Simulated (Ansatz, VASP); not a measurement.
**CsVH3: VASP beside Ansatz**

File INCAR:

```
SYSTEM = CsVH3
PREC = Accurate
ENCUT = 520
EDIFF = 1E-7
ISMEAR = 0
SIGMA = 0.1
LREAL = .False.
LASPH = .True.
NELM = 150
ALGO = Normal
ISIF = 2
LWAVE = .False.
LCHARG = .False.
ISPIN = 2
MAGMOM = 0 0 2 2 0 0 0 0 0 0
LORBIT = 11
LMAXMIX = 4
GGA = PE
NBANDS = 40
```

Contents of KPOINTS:

```
regular mesh
0
Gamma
  3 3 4
  0 0 0
```

Contents of POSCAR:

```
CsVH3
1.0
    7.0546198700      0.0000000000      0.0000000000
   -3.5273099300      6.1094800200      0.0000000000
    0.0000000000      0.0000000000      5.9258806900
Cs V H
2 2 6
Direct
    0.3333333300      0.6666666700      0.7500000000
    0.6666666700      0.3333333300      0.2500000000
    0.0000000000      0.0000000000      0.0000000000
    0.0000000000      0.0000000000      0.5000000000
    0.8333333300      0.6666666700      0.7500000000
    0.3333333300      0.1666666700      0.7500000000
    0.8333333300      0.1666666700      0.7500000000
    0.1666666700      0.3333333300      0.2500000000
    0.6666666700      0.8333333300      0.2500000000
    0.1666666700      0.8333333300      0.2500000000
```

Input for Ansatz:

```yaml
crystal:
  lattice:
    - [7.05461987, 0.0, 0.0]
    - [-3.52730993, 6.10948002, 0.0]
    - [0.0, 0.0, 5.92588069]
  atoms:
    - { symbol: Cs, position: [0.33333333, 0.66666667, 0.75] }
    - { symbol: Cs, position: [0.66666667, 0.33333333, 0.25] }
    - { symbol: V, position: [0.0, 0.0, 0.0], spin: 2.0 }
    - { symbol: V, position: [0.0, 0.0, 0.5], spin: 2.0 }
    - { symbol: H, position: [0.83333333, 0.66666667, 0.75] }
    - { symbol: H, position: [0.33333333, 0.16666667, 0.75] }
    - { symbol: H, position: [0.83333333, 0.16666667, 0.75] }
    - { symbol: H, position: [0.16666667, 0.33333333, 0.25] }
    - { symbol: H, position: [0.66666667, 0.83333333, 0.25] }
    - { symbol: H, position: [0.16666667, 0.83333333, 0.25] }
basis:
  ecutwfc: 420
kpoints:
  mp_grid: { grid: [3, 3, 4] }
hamiltonian:
  xc: pbe
scf:
  occupations: { method: gaussian, width: 0.1 }
  lower_state_search: "off"
output:
  forces: true
  stress: true
  eigenvalues: true
  populations: true
magnetization:
  spin_polarized: true
```

Alike in both runs: task single point; functional PBE; k mesh 3 × 3 × 4; occupations gaussian, width 0.1 eV; collinear spin.

|  | VASP | Ansatz |
| --- | --- | --- |
| version | VASP 6.6.1 | Ansatz 0.2.0 |
| potentials or method | VASP PAW PBE potentials, release 64 (Cs_sv, V_sv, H), cutoff 520 eV | scalar-relativistic, plane waves, PAW |
| valence electrons in the cell | 50 | 50 |

|  | VASP | Ansatz | Ansatz less VASP |
| --- | --- | --- | --- |
| gap on the k mesh at the Fermi level (eV) | 0.89 | 0.90 | +0.005 |
| least direct gap on the mesh (eV) | 0.92 | 0.92 | 0.000 |
| pressure (GPa) | -7.2 | -7.2 | +0.03 |
| traceless stress, the component that is largest in VASP (GPa) | -0.23 | -0.23 | 0.000 |
| rms of the force components (eV/Å) | 0.719 | 0.720 | +0.0006 |
| net moment per atom (μB) | 0.60 | 0.60 | 0.000 |
| size of the moment on the site where the two differ most (μB) | 2.69 | 2.52 | -0.173 |

Site moments also hang on the region over which each program counts them. Atom by atom the forces differ by 0.001 eV/Å (rms over components).

Neither program's run includes spin-orbit coupling.
